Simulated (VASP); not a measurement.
A run of VASP 6.6.1:

Contents of POSCAR:

```
AlN
1.0
    0.0000000000      2.0188684450      2.0188684450
    2.0188684450      0.0000000000      2.0188684450
    2.0188684450      2.0188684450      0.0000000000
Al N
1 1
Direct
    0.0000000000      0.0000000000      0.0000000000
    0.5000000000      0.5000000000      0.5000000000
```

INCAR.step1

```
PREC     = Accurate       # precision mode
ENCUT    = 520            # plane-wave cutoff, eV
EDIFF    = 1E-5           # SCF threshold, eV
ISMEAR   = 0              # smearing method
SIGMA    = 0.01           # smearing width, eV
LREAL    = False          # projectors in reciprocal space
LASPH    = True           # aspherical terms in the spheres
NELM     = 80             # most SCF steps
ALGO     = Normal         # electronic algorithm
ISIF     = 2              # what is computed and relaxed
LWAVE    = True           # write WAVECAR
NBANDS   = 11             # bands
GGA      = PE             # functional
```

Contents of INCAR.step2:

```
PREC     = Accurate       # precision mode
ENCUT    = 520            # plane-wave cutoff, eV
EDIFF    = 1E-6           # SCF threshold, eV
ISMEAR   = 0              # smearing method
SIGMA    = 0.01           # smearing width, eV
LREAL    = False          # projectors in reciprocal space
LASPH    = True           # aspherical terms in the spheres
NELM     = 80             # most SCF steps
ALGO     = Normal         # electronic algorithm
ISIF     = 2              # what is computed and relaxed
LWAVE    = False          # write WAVECAR
LCHARG   = True           # write CHGCAR
GGA      = PE             # functional
LHFCALC  = True           # exact exchange
HFSCREEN = 0.2079         # screening, 1/A
PRECFOCK = Normal       
LELF     = True           # ELF
LVHAR    = True         
NBANDS   = 11             # bands
ISTART   = 1
```

Contents of KPOINTS:

```
regular mesh
0
Gamma
  8 8 8
```

Potentials or basis: VASP PAW PBE potentials, release 64 (Al, N).

Launch:

```bash
$ cat potpaw_PBE.64/Al/POTCAR potpaw_PBE.64/N/POTCAR > POTCAR
$ cp INCAR.step1 INCAR
$ mpirun -np 1 vasp_std > vasp.out
$ cp INCAR.step2 INCAR
$ mpirun -np 1 vasp_std > vasp.out
```

Hardware: 1 thread of Intel Xeon 8259CL, on a shared host.

Task: Estimate the wall time of this run.

Result: It took 19 min on 1 thread of Intel Xeon 8259CL, with other jobs on the host, peak memory 0.25 GiB. Counts: k points 29.
